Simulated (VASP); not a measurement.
# Zr (P6_3/mmc) in VASP: a series of runs

Runs on Zr. Level: PBE. Tasks: single point, relaxation of shape and atoms at fixed volume.

All numbers are computed with VASP 6.6.1; they aren't measurements. Logs are shortened: lines on timing, memory, paths and dates and some standing lists are left out, and cuts for length are marked.

### Step 1. The cell of the first run

Symmetry: P6_3/mmc, No. 194, hexagonal system. Conventional cell: a = 3.226 Å, b = 3.226 Å, c = 5.165 Å, α = 90.00°, β = 90.00°, γ = 120.00°. Within 4.2 Å of Zr (site symmetry -6m2) lie 12 Zr at 3.18 to 3.23 Å.

### Step 2. Single point, PBE

INCAR

```
SYSTEM = Zr
  PREC = Accurate
  ENCUT = 520
  EDIFF = 1E-7
  ISMEAR = 0
  SIGMA = 0.05
  LREAL = .FALSE.
  LASPH = .TRUE.
  NELM = 100
  ALGO = Fast
  ISIF = 2
  LWAVE = .FALSE.
  LCHARG = .FALSE.
  GGA = PE
  NBANDS = 19
```

KPOINTS

```
regular mesh
0
G
  16 16 10
  0 0 0
```

POSCAR

```
Zr
1.0
    3.2263498231      0.0000000000      0.0000000000
   -1.6131749116      2.7941009083      0.0000000000
    0.0000000000      0.0000000000      5.1650432541
Zr
2
Direct
    0.3333333333      0.6666666667      0.2500000000
    0.6666666667      0.3333333333      0.7500000000
```

Potentials or basis: VASP PAW PBE potentials, release 64 (Zr_sv).

Started as:

```
cat potpaw_PBE.64/Zr_sv/POTCAR > POTCAR
mpirun -np 1 vasp_std > vasp.out
```

OUTCAR:

```text
SYSTEM = Zr
   PREC = Accurate
   ENCUT = 520
   EDIFF = 1E-7
   ISMEAR = 0
   LREAL = .FALSE.
   LASPH = .TRUE.
   NELM = 100
   ISIF = 2
   GGA = PE

 ion  position               nearest neighbor table
   1  0.333  0.667  0.250-   2 3.18   2 3.18   2 3.18   2 3.18   2 3.18   2 3.18
   2  0.667  0.333  0.750-   1 3.18   1 3.18   1 3.18   1 3.18   1 3.18   1 3.18

  LATTYP: Found a hexagonal cell.
 ALAT       =     3.2263498231
 C/A-ratio  =     1.6008937460

  Lattice vectors:

 A1 = (   3.2263498231,   0.0000000000,   0.0000000000)
 A2 = (  -1.6131749116,   2.7941009083,   0.0000000000)
 A3 = (   0.0000000000,   0.0000000000,   5.1650432541)

Analysis of symmetry for initial positions (statically):
=====================================================================
 Subroutine PRICEL returns:
 Original cell was already a primitive cell.

 Routine SETGRP: Setting up the symmetry group for a
 hexagonal supercell.

 Subroutine GETGRP returns: Found 24 space group operations
 (whereof 12 operations were pure point group operations)
 out of a pool of 24 trial point group operations.

The static configuration has the point symmetry D_3d.
 The point group associated with its full space group is D_6h.

Analysis of symmetry for dynamics (positions and initial velocities):
=====================================================================
 Subroutine PRICEL returns:
 Original cell was already a primitive cell.

 Routine SETGRP: Setting up the symmetry group for a
 hexagonal supercell.

 Subroutine GETGRP returns: Found 24 space group operations
 (whereof 12 operations were pure point group operations)
 out of a pool of 24 trial point group operations.

The dynamic configuration has the point symmetry D_3d.
 The point group associated with its full space group is D_6h.

 Subroutine INISYM returns: Found 24 space group operations
 (whereof 12 operations are pure point group operations),
 and found     1 'primitive' translations

----------------------------------------------------------------------------------------

                                     Primitive cell

  volume of cell :      46.5616

  direct lattice vectors                    reciprocal lattice vectors
     3.226349823  0.000000000  0.000000000     0.309947791  0.178948440  0.000000000
    -1.613174912  2.794100908  0.000000000     0.000000000  0.357896881  0.000000000
     0.000000000  0.000000000  5.165043254     0.000000000  0.000000000  0.193609221

  length of vectors
     3.226349823  3.226349823  5.165043254     0.357896881  0.357896881  0.193609221

  position of ions in fractional coordinates (direct lattice)
     0.333333333  0.666666667  0.250000000
     0.666666667  0.333333333  0.750000000

  ion indices of the primitive-cell ions
   primitive index   ion index
                 1           1
                 2           2

----------------------------------------------------------------------------------------

 KPOINTS: regular mesh

Automatic generation of k-mesh.
 Grid dimensions read from file:
 generate k-points for:   16   16   10

 Generating k-lattice:

  Cartesian coordinates                     Fractional coordinates (reciprocal lattice)
     0.019371737  0.011184278  0.000000000     0.062500000  0.000000000  0.000000000
     0.000000000  0.022368555  0.000000000     0.000000000  0.062500000  0.000000000
     0.000000000  0.000000000  0.019360922     0.000000000  0.000000000  0.100000000

  Length of vectors
     0.022368555  0.022368555  0.019360922

  Shift w.r.t. Gamma in fractional coordinates (k-lattice)
     0.000000000  0.000000000  0.000000000

 Subroutine IBZKPT returns following result:
 ===========================================

 Found    180 irreducible k-points:

 Following reciprocal coordinates:
            Coordinates               Weight
  0.000000  0.000000  0.000000      1.000000
  0.062500  0.000000  0.000000      6.000000
  0.125000  0.000000  0.000000      6.000000
  0.187500  0.000000  0.000000      6.000000
  0.250000  0.000000  0.000000      6.000000
  0.312500 -0.000000  0.000000      6.000000
[... 16 lines left out ...]
  0.187500  0.187500  0.000000      6.000000
  0.250000  0.187500  0.000000     12.000000
 [... further k-points ...]
   k-points           NKPTS =    180   k-points in BZ     NKDIM =    180   number of bands    NBANDS=     19
   number of dos      NEDOS =    301   number of ions     NIONS =      2
   total plane-waves  NPLWV =  23040
   dimension x,y,z NGX =    24 NGY =   24 NGZ =   40
   dimension x,y,z NGXF=    48 NGYF=   48 NGZF=   80
   ions per type =               2
   NGX,Y,Z   is equivalent  to a cutoff of  12.37, 12.37, 12.87 a.u.
   NGXF,Y,Z  is equivalent  to a cutoff of  24.73, 24.73, 25.75 a.u.
 SYSTEM =  Zr
   PREC   = accura    normal or accurate (medium, high low for compatibility)
   ISTART =      0    job   : 0-new  1-cont  2-samecut
   ICHARG =      2    charge: 1-file 2-atom 10-const
   ISPIN  =      1    spin polarized calculation?
   LNONCOLLINEAR =      F non collinear calculations
   LSORBIT =      F    spin-orbit coupling
   LASPH  =      T    aspherical Exc in radial PAW
   ENCUT  =  520.0 eV  38.22 Ry    6.18 a.u.   6.00  6.00  9.60*2*pi/ulx,y,z
   NELM   =    100;   NELMIN=  2; NELMDL= -5     # of ELM steps
   EDIFF  = 0.1E-06   stopping-criterion for ELM
   LREAL  =      F    real-space projection
   EDIFFG = 0.1E-05   stopping-criterion for IOM
   NSW    =      0    number of steps for IOM
   IBRION =     -1    ionic relax: 0-MD 1-quasi-New 2-CG
   NFREE  =      0    steps in history (QN), initial steepest desc. (CG)
   ISIF   =      2    stress and relaxation
   ISYM   =      2    0-nonsym 1-usesym 2-fastsym
   POTIM  = 0.5000    time-step for ionic-motion
   TEBEG  =    0.0;   TEEND  =   0.0 temperature during run
   PSTRESS=    0.0 pullay stress
   NELECT =      24.0000    total number of electrons
   NUPDOWN=      -1.0000    fix difference up-down
   EMIN   =  10.00;   EMAX   =-10.00  energy-range for DOS
   EFERMI =   0.00;   METHOD = LEGACY
   ISMEAR =     0;   SIGMA  =   0.05  broadening in eV -4-tet -1-fermi 0-gaus
   EFERMI_NEDOS =   21; number of points for ismear=-14 and -15
   IALGO  =     68    algorithm
   IMIX   =      4    mixing-type and parameters
     AMIX     =   0.40;   BMIX     =  1.00
     AMIX_MAG =   1.60;   BMIX_MAG =  1.00
  volume/ion in A,a.u.               =      23.28       157.11
  Fermi-wavevector in a.u.,A,eV,Ry     =   1.312611  2.480475 23.442130  1.722948
  Thomas-Fermi vector in A             =   2.442991
   LORBIT       =      0    0 simple, 1 ext, 2 COOP (PROOUT), +10 PAW based schemes
   GGA     = PE    functional components
   LHFCALC =     F    Hartree Fock is set to
   AEXX    =    0.0000 exact exchange contribution
   IVDW    =     0    specifies the selected vdW correction
   LEPSILON=     F    determine dielectric tensor
   LRPA    =     F    only Hartree local field effects (RPA)
 non-spin polarized calculation
 RMM-DIIS sequential band-by-band and
 Gauss-broadening in eV      SIGMA  =   0.05
  energy-cutoff  :      520.00
  volume of cell :       46.56
 maximum number of plane-waves:      1280
 NGX is ok and might be reduce to    24
   NGX = 11   NGY = 11   NGZ = 19

 number of electron      24.0000000 magnetization

 Free energy of the ion-electron system (eV)
  ---------------------------------------------------
  ext. energy  EPLUGINS =         0.00000000
  ---------------------------------------------------
  free energy    TOTEN  =       -17.04308894 eV

  energy without entropy =      -17.04081302  energy(sigma->0) =      -17.04195098

 E-fermi :   9.0016     XC(G=0): -11.0823

 val. band max:        9.0013220579   @ k =   0.1250   0.0625   0.3000
 cond. band min:       9.0141994275   @ k =   0.0000   0.0000   0.5000
 fundamental gap:      0.0128773696
 Fermi energy:         9.0016199734

 k-point     1 :       0.0000    0.0000    0.0000
  band No.  band energies     occupation
      1     -39.8443      2.00000
      2     -39.6929      2.00000
      3     -18.3639      2.00000
      4     -17.4911      2.00000
      5     -17.4911      2.00000
      6     -17.3680      2.00000
[... 11 lines left out ...]
     18      11.1657      0.00000
     19      13.4309      0.00000

 k-point     2 :       0.0625    0.0000    0.0000
  band No.  band energies     occupation
      1     -39.8398      2.00000
      2     -39.6910      2.00000
      3     -18.3520      2.00000
      4     -17.5181      2.00000
      5     -17.5000      2.00000
      6     -17.3816      2.00000
[... 11 lines left out ...]
     18      11.0673      0.00000
     19      13.5038      0.00000

 k-point     3 :       0.1250    0.0000    0.0000
  band No.  band energies     occupation
      1     -39.8269      2.00000
      2     -39.6855      2.00000
      3     -18.3169      2.00000
      4     -17.5950      2.00000
      5     -17.5245      2.00000
      6     -17.4602      2.00000
[... 11 lines left out ...]
     18      10.9262      0.00000
     19      13.6741      0.00000

 k-point     4 :       0.1875    0.0000    0.0000
  band No.  band energies     occupation
      1     -39.8070      2.00000
      2     -39.6778      2.00000
      3     -18.2617      2.00000
      4     -17.7099      2.00000
      5     -17.5747      2.00000
      6     -17.5600      2.00000
[... 407 lines left out ...]
     18      14.0305      0.00000
     19      15.2885      0.00000

 k-point    23 :       0.1875    0.1875    0.0000
  band No.  band energies     occupation
      1     -39.7505      2.00000
      2     -39.6613      2.00000
      3     -18.0901      2.00000
      4     -17.9095      2.00000
      5     -17.9023      2.00000
      6     -17.6403      2.00000
[... 11 lines left out ...]
     18      13.3095      0.00000
     19      13.8888      0.00000

 k-point    24 :       0.2500    0.1875    0.0000
  band No.  band energies     occupation
      1     -39.7280      2.00000
      2     -39.6581      2.00000
      3     -18.0124      2.00000
      4     -18.0094      2.00000
      5     -17.9436      2.00000
      6     -17.7037      2.00000
[... 11 lines left out ...]
     18      13.8735      0.00000
     19      14.1411      0.00000

 [... further k-points ...]

------------------------ aborting loop because EDIFF is reached ----------------------------------------

  FORCE on cell =-STRESS in cart. coord.  units (eV):
  Direction    XX          YY          ZZ          XY          YZ          ZX
  --------------------------------------------------------------------------------------
  -------------------------------------------------------------------------------------
  Total        0.1324086      0.1324086      0.1354415     -0.0000000      0.0000000      0.0000000
  in kB        4.5561617      4.5561617      4.6605260     -0.0000000      0.0000000      0.0000000
  external PRESSURE =       4.5909498 kB  Pullay stress =       0.0000000 kB

 VOLUME and BASIS-vectors are now :
 -----------------------------------------------------------------------------
  energy-cutoff  :      520.00
  volume of cell :       46.56
      direct lattice vectors                 reciprocal lattice vectors
     3.226349823  0.000000000  0.000000000     0.309947791  0.178948440  0.000000000
    -1.613174912  2.794100908  0.000000000     0.000000000  0.357896881  0.000000000
     0.000000000  0.000000000  5.165043254     0.000000000  0.000000000  0.193609221

 POSITION                                       TOTAL-FORCE (eV/Angst)
 -----------------------------------------------------------------------------------
     -0.00000      1.86273      1.29126        -0.000000      0.000000      0.000000
      1.61317      0.93137      3.87378         0.000000      0.000000      0.000000
 -----------------------------------------------------------------------------------
    total drift:                               -0.000000      0.000000     -0.000000

  FREE ENERGIE OF THE ION-ELECTRON SYSTEM (eV)
  ---------------------------------------------------
  free  energy   TOTEN  =       -17.0430889370 eV

  energy  without entropy=      -17.0408130241  energy(sigma->0) =      -17.04195098
```

Run time: 2 min. Hardware: 1 thread of Intel Xeon Platinum 8488C (Sapphire Rapids), shared host; peak memory 0.25 GiB.

What came out:

- Free energy: -17.0431 eV
- Pressure: 0.5 GPa
- Band gap on the k mesh: zero (band 12 reaches 9.90 eV, above the bottom of band 13 at 8.72 eV)

(Part 1 of 2 ends here.)
